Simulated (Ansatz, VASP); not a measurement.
## GaAs: VASP beside Ansatz

```xyz
2
Lattice="0.0000 2.7764 2.7764 2.7764 0.0000 2.7764 2.7764 2.7764 0.0000" Properties=species:S:1:pos:R:3 pbc="T T T"
Ga    0.0000    0.0000    0.0000
As    1.3882    1.3882    1.3882
```

Change from the starting cell: hydrostatic strain -2.0%.

Alike in both runs: task single point; functional r2SCAN; k mesh 8 × 8 × 8; no spin polarisation.

|  | VASP | Ansatz |
| --- | --- | --- |
| version | VASP 6.6.1 | Ansatz 0.2.0 |
| potentials or method | VASP PAW PBE potentials, release 64 (Ga_d, As) | plane waves, PAW |
| plane-wave cutoff (eV) | 520 | 500 |
| occupations | gaussian, width 0.01 eV | fixed |
| valence electrons in the cell | 18 | 28 |

VASP gave:

- gap on the k mesh at the Fermi level (eV): 1.44
- pressure (GPa): 5.2

Problem. What did Ansatz give for the same quantities?

Solution. gap on the k mesh at the Fermi level (eV): 1.46; pressure (GPa): 5.1.

VASP's potentials were made for PBE, not for r2SCAN. VASP's potentials hold 18 valence electrons a cell and Ansatz's 28, so a difference there can come from the potentials and not from the codes.
